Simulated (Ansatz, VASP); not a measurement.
## One calculation of TiC, two programs

```
CELL_PARAMETERS angstrom
0.00000 2.16578 2.16578
2.16578 0.00000 2.16578
2.16578 2.16578 0.00000
ATOMIC_POSITIONS crystal
Ti 0.50000 0.50000 0.50000
C 0.00000 0.00000 0.00000
```

Alike in both runs: task relaxation of cell and atoms; functional PBE; k mesh 22 × 22 × 22; occupations gaussian, width 0.1 eV; no spin polarisation.

|  | VASP | Ansatz |
| --- | --- | --- |
| version | VASP 6.6.1 | Ansatz 0.2.0 |
| potentials or method | VASP PAW PBE potentials, release 64 (Ti_sv, C), cutoff 600 eV | scalar-relativistic, plane waves, PAW |
| valence electrons in the cell | 16 | 16 |

```tsv
	VASP	Ansatz	Ansatz less VASP
gap on the k mesh at the Fermi level, each at its own relaxed structure (eV)	none	none	-
relaxed volume (Å³/atom)	10.17	10.17	-0.006
relaxed cell length with the largest relative difference (Å)	3.064	3.064	-0.0006
```

A gap of «none» marks a metal or a gap that the smearing closes.
